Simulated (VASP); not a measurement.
# Sr (P-62m) in VASP: notebook

The runs below take Sr through single point, with PBEsol.

Everything below comes from runs of VASP 6.6.1. Logs are shortened: lines on timing, memory, paths and dates and some standing lists are left out, and cuts for length are marked.

## 1. The cell of the first run

The structure is hexagonal, space group P-62m (No. 189). The conventional cell has a = 7.265 Å, b = 7.265 Å, c = 3.810 Å, α = 90.00°, β = 90.00°, γ = 120.00°. Sr (site symmetry m2m) has 8 Sr at 3.81 to 4.22 Å within 5.0 Å.

## 2. Single point, PBEsol (strained)

Contents of INCAR:

```
PREC = Accurate
ENCUT = 520
EDIFF = 1E-6
ISMEAR = 0
SIGMA = 0.1
LREAL = F
LASPH = T
NELM = 80
ALGO = Fast
ISIF = 2
LWAVE = F
LCHARG = F
GGA = PS
NBANDS = 22
```

Contents of KPOINTS:

```
regular mesh
0
Gamma
  9 9 12
```

Contents of POSCAR:

```
Sr
1.0
    7.2647883701      0.0000000000      0.0000000000
   -3.6323941850      6.2914912816      0.0000000000
    0.0000000000      0.0000000000      3.8095336684
Sr
3
Direct
    0.0000000000      0.6700290021      0.0000000000
    0.3299709979      0.3299709979      0.0000000000
    0.6700290021      0.0000000000      0.0000000000
```

Potentials or basis: VASP PAW PBE potentials, release 64 (Sr_sv).

Command:

```
> cat potpaw_PBE.64/Sr_sv/POTCAR > POTCAR
> mpirun -np 1 vasp_std > vasp.out
```

OUTCAR:

```text
PREC = Accurate
   ENCUT = 520
   EDIFF = 1E-6
   ISMEAR = 0
   LREAL = F
   LASPH = T
   NELM = 80
   ISIF = 2
   GGA = PS

 ion  position               nearest neighbor table
   1  0.000  0.670  0.000-   3 4.15   2 4.15   2 4.22   3 4.22   3 4.22   2 4.22
   2  0.330  0.330  0.000-   1 4.15   3 4.15   1 4.22   3 4.22   3 4.22   1 4.22
   3  0.670  0.000  0.000-   1 4.15   2 4.15   2 4.22   1 4.22   2 4.22   1 4.22

  LATTYP: Found a hexagonal cell.
 ALAT       =     7.2647883701
 C/A-ratio  =     0.5243832957

  Lattice vectors:

 A1 = (   7.2647883701,   0.0000000000,   0.0000000000)
 A2 = (  -3.6323941850,   6.2914912816,   0.0000000000)
 A3 = (   0.0000000000,   0.0000000000,   3.8095336684)

Analysis of symmetry for initial positions (statically):
=====================================================================
 Subroutine PRICEL returns:
 Original cell was already a primitive cell.

 Routine SETGRP: Setting up the symmetry group for a
 hexagonal supercell.

 Subroutine GETGRP returns: Found 12 space group operations
 (whereof 12 operations were pure point group operations)
 out of a pool of 24 trial point group operations.

The static configuration has the point symmetry D_3h.

Analysis of symmetry for dynamics (positions and initial velocities):
=====================================================================
 Subroutine PRICEL returns:
 Original cell was already a primitive cell.

 Routine SETGRP: Setting up the symmetry group for a
 hexagonal supercell.

 Subroutine GETGRP returns: Found 12 space group operations
 (whereof 12 operations were pure point group operations)
 out of a pool of 24 trial point group operations.

The dynamic configuration has the point symmetry D_3h.

 Subroutine INISYM returns: Found 12 space group operations
 (whereof 12 operations are pure point group operations),
 and found     1 'primitive' translations

----------------------------------------------------------------------------------------

                                     Primitive cell

  volume of cell :     174.1199

  direct lattice vectors                    reciprocal lattice vectors
     7.264788370  0.000000000  0.000000000     0.137650259  0.079472414  0.000000000
    -3.632394185  6.291491282  0.000000000     0.000000000  0.158944828  0.000000000
     0.000000000  0.000000000  3.809533668     0.000000000  0.000000000  0.262499321

  length of vectors
     7.264788370  7.264788370  3.809533668     0.158944828  0.158944828  0.262499321

  position of ions in fractional coordinates (direct lattice)
     0.000000000  0.670029002  0.000000000
     0.329970998  0.329970998  0.000000000
     0.670029002  0.000000000  0.000000000

  ion indices of the primitive-cell ions
   primitive index   ion index
                 1           1
                 2           2
                 3           3

----------------------------------------------------------------------------------------

 KPOINTS: regular mesh

Automatic generation of k-mesh.
 Grid dimensions read from file:
 generate k-points for:    9    9   12

 Generating k-lattice:

  Cartesian coordinates                     Fractional coordinates (reciprocal lattice)
     0.015294473  0.008830268  0.000000000     0.111111111 -0.000000000  0.000000000
     0.000000000  0.017660536  0.000000000     0.000000000  0.111111111  0.000000000
     0.000000000  0.000000000  0.021874943     0.000000000  0.000000000  0.083333333

  Length of vectors
     0.017660536  0.017660536  0.021874943

  Shift w.r.t. Gamma in fractional coordinates (k-lattice)
     0.000000000  0.000000000  0.000000000

 Subroutine IBZKPT returns following result:
 ===========================================

 Found     84 irreducible k-points:

 Following reciprocal coordinates:
            Coordinates               Weight
  0.000000  0.000000  0.000000      1.000000
  0.111111  0.000000  0.000000      6.000000
  0.222222  0.000000  0.000000      6.000000
  0.333333 -0.000000  0.000000      6.000000
  0.444444  0.000000  0.000000      6.000000
  0.111111  0.111111  0.000000      6.000000
[... 16 lines left out ...]
  0.333333  0.222222  0.083333     24.000000
  0.333333  0.333333  0.083333      4.000000
 [... further k-points ...]
   k-points           NKPTS =     84   k-points in BZ     NKDIM =     84   number of bands    NBANDS=     22
   number of dos      NEDOS =    301   number of ions     NIONS =      3
   total plane-waves  NPLWV =  81648
   dimension x,y,z NGX =    54 NGY =   54 NGZ =   28
   dimension x,y,z NGXF=   108 NGYF=  108 NGZF=   56
   ions per type =               3
   NGX,Y,Z   is equivalent  to a cutoff of  12.36, 12.36, 12.22 a.u.
   NGXF,Y,Z  is equivalent  to a cutoff of  24.71, 24.71, 24.44 a.u.
 SYSTEM =  unknown system
   PREC   = accura    normal or accurate (medium, high low for compatibility)
   ISTART =      0    job   : 0-new  1-cont  2-samecut
   ICHARG =      2    charge: 1-file 2-atom 10-const
   ISPIN  =      1    spin polarized calculation?
   LNONCOLLINEAR =      F non collinear calculations
   LSORBIT =      F    spin-orbit coupling
   LASPH  =      T    aspherical Exc in radial PAW
   ENCUT  =  520.0 eV  38.22 Ry    6.18 a.u.  13.51 13.51  7.08*2*pi/ulx,y,z
   NELM   =     80;   NELMIN=  2; NELMDL= -5     # of ELM steps
   EDIFF  = 0.1E-05   stopping-criterion for ELM
   LREAL  =      F    real-space projection
   EDIFFG = 0.1E-04   stopping-criterion for IOM
   NSW    =      0    number of steps for IOM
   IBRION =     -1    ionic relax: 0-MD 1-quasi-New 2-CG
   NFREE  =      0    steps in history (QN), initial steepest desc. (CG)
   ISIF   =      2    stress and relaxation
   ISYM   =      2    0-nonsym 1-usesym 2-fastsym
   POTIM  = 0.5000    time-step for ionic-motion
   TEBEG  =    0.0;   TEEND  =   0.0 temperature during run
   PSTRESS=    0.0 pullay stress
   NELECT =      30.0000    total number of electrons
   NUPDOWN=      -1.0000    fix difference up-down
   EMIN   =  10.00;   EMAX   =-10.00  energy-range for DOS
   EFERMI =   0.00;   METHOD = LEGACY
   ISMEAR =     0;   SIGMA  =   0.10  broadening in eV -4-tet -1-fermi 0-gaus
   EFERMI_NEDOS =   21; number of points for ismear=-14 and -15
   IALGO  =     68    algorithm
   IMIX   =      4    mixing-type and parameters
     AMIX     =   0.40;   BMIX     =  1.00
     AMIX_MAG =   1.60;   BMIX_MAG =  1.00
  volume/ion in A,a.u.               =      58.04       391.67
  Fermi-wavevector in a.u.,A,eV,Ry     =   0.910960  1.721464 11.290759  0.829847
  Thomas-Fermi vector in A             =   2.035183
   LORBIT       =      0    0 simple, 1 ext, 2 COOP (PROOUT), +10 PAW based schemes
   GGA     = PS    functional components
   LHFCALC =     F    Hartree Fock is set to
   AEXX    =    0.0000 exact exchange contribution
   IVDW    =     0    specifies the selected vdW correction
   LEPSILON=     F    determine dielectric tensor
   LRPA    =     F    only Hartree local field effects (RPA)
 non-spin polarized calculation
 RMM-DIIS sequential band-by-band and
 Gauss-broadening in eV      SIGMA  =   0.10
  energy-cutoff  :      520.00
  volume of cell :      174.12
 maximum number of plane-waves:      4749
 NGX is ok and might be reduce to    54
   NGX = 27   NGY = 27   NGZ = 15

 number of electron      30.0000000 magnetization

 Free energy of the ion-electron system (eV)
  ---------------------------------------------------
  ext. energy  EPLUGINS =         0.00000000
  ---------------------------------------------------
  free energy    TOTEN  =        -4.78928719 eV

  energy without entropy =       -4.76968475  energy(sigma->0) =       -4.77948597

 E-fermi :   1.2259     XC(G=0):  -7.2584

 val. band max:        1.2216727018   @ k =   0.4444   0.0000   0.0833
 cond. band min:       1.2265151068   @ k =   0.3333  -0.0000   0.0833
 fundamental gap:      0.0048424051
 Fermi energy:         1.2259050868

 k-point     1 :       0.0000    0.0000    0.0000
  band No.  band energies     occupation
      1     -35.4901      2.00000
      2     -35.4767      2.00000
      3     -35.4767      2.00000
      4     -17.5246      2.00000
      5     -17.5187      2.00000
      6     -17.5187      2.00000
[... 14 lines left out ...]
     21       3.4888      0.00000
     22       3.4888      0.00000

 k-point     2 :       0.1111    0.0000    0.0000
  band No.  band energies     occupation
      1     -35.4896      2.00000
      2     -35.4770      2.00000
      3     -35.4769      2.00000
      4     -17.5400      2.00000
      5     -17.5334      2.00000
      6     -17.4992      2.00000
[... 14 lines left out ...]
     21       3.3716      0.00000
     22       3.5463      0.00000

 k-point     3 :       0.2222    0.0000    0.0000
  band No.  band energies     occupation
      1     -35.4883      2.00000
      2     -35.4779      2.00000
      3     -35.4774      2.00000
      4     -17.5548      2.00000
      5     -17.5394      2.00000
      6     -17.4767      2.00000
[... 14 lines left out ...]
     21       3.0758      0.00000
     22       3.7162      0.00000

 k-point     4 :       0.3333   -0.0000    0.0000
  band No.  band energies     occupation
      1     -35.4863      2.00000
      2     -35.4794      2.00000
      3     -35.4778      2.00000
      4     -17.5661      2.00000
      5     -17.5316      2.00000
      6     -17.4574      2.00000
[... 14 lines left out ...]
     21       2.7045      0.00000
     22       3.9888      0.00000

 k-point     5 :       0.4444    0.0000    0.0000
  band No.  band energies     occupation
      1     -35.4840      2.00000
      2     -35.4814      2.00000
      3     -35.4781      2.00000
      4     -17.5721      2.00000
      5     -17.5117      2.00000
      6     -17.4824      2.00000
[... 417 lines left out ...]
 k-point    22 :       0.2222    0.2222    0.0833
  band No.  band energies     occupation
      1     -35.4839      2.00000
      2     -35.4779      2.00000
      3     -35.4776      2.00000
      4     -17.5480      2.00000
      5     -17.5436      2.00000
      6     -17.4667      2.00000
[... 14 lines left out ...]
     21       2.5618      0.00000
     22       4.1821      0.00000

 k-point    23 :       0.3333    0.2222    0.0833
  band No.  band energies     occupation
      1     -35.4818      2.00000
      2     -35.4795      2.00000
      3     -35.4781      2.00000
      4     -17.5495      2.00000
      5     -17.5258      2.00000
      6     -17.4974      2.00000
[... 14 lines left out ...]
     21       2.3589      0.00000
     22       4.5161      0.00000

 k-point    24 :       0.3333    0.3333    0.0833
  band No.  band energies     occupation
      1     -35.4804      2.00000
      2     -35.4795      2.00000
      3     -35.4795      2.00000
      4     -17.5302      2.00000
      5     -17.5243      2.00000
      6     -17.5243      2.00000
[... 14 lines left out ...]
     21       2.3587      0.00000
     22       4.6241      0.00000

 [... further k-points ...]
[... 5 lines left out ...]
  --------------------------------------------------------------------------------------
  -------------------------------------------------------------------------------------
  Total       -1.5385426     -1.5385426     -0.0379013     -0.0000000      0.0000000      0.0000000
  in kB      -14.1570163    -14.1570163     -0.3487516     -0.0000000      0.0000000      0.0000000
  external PRESSURE =      -9.5542614 kB  Pullay stress =       0.0000000 kB

 VOLUME and BASIS-vectors are now :
 -----------------------------------------------------------------------------
  energy-cutoff  :      520.00
  volume of cell :      174.12
      direct lattice vectors                 reciprocal lattice vectors
     7.264788370  0.000000000  0.000000000     0.137650259  0.079472414  0.000000000
    -3.632394185  6.291491282  0.000000000     0.000000000  0.158944828  0.000000000
     0.000000000  0.000000000  3.809533668     0.000000000  0.000000000  0.262499321

 POSITION                                       TOTAL-FORCE (eV/Angst)
 -----------------------------------------------------------------------------------
     -2.43381      4.21548      0.00000         0.022052     -0.038196     -0.000000
      1.19858      2.07601      0.00000         0.022052      0.038196     -0.000000
      4.86762      0.00000      0.00000        -0.044104      0.000000      0.000000
 -----------------------------------------------------------------------------------
    total drift:                               -0.000000     -0.000000      0.000000

  FREE ENERGIE OF THE ION-ELECTRON SYSTEM (eV)
  ---------------------------------------------------
  free  energy   TOTEN  =        -4.7892871919 eV

  energy  without entropy=       -4.7696847525  energy(sigma->0) =       -4.77948597
```

Wall time 4.9 min (1 thread of AMD EPYC 9R14 (Zen 4), shared host); peak memory 0.4 GiB.

What came out:

```
Free energy            : -4.7893 eV
Pressure               : -1.0 GPa
Largest force          : 0.044 eV/Å
Band gap on the k mesh : zero (bands 15 and 16 overlap by 0.64 eV)
```

Forces on the atoms (eV/Å):
```
Sr   0.022 -0.038  0.000
Sr   0.022  0.038  0.000
Sr  -0.044  0.000  0.000
```

Stress tensor (GPa, compression positive):
```
-1.42  0.00  0.00
 0.00 -1.42  0.00
 0.00  0.00 -0.03
```

Caveat: the cell differs from its parent crystal (strained); the PAW data sets were made with another functional, which shifts forces and pressure a little.

[end of part 1 of 2]
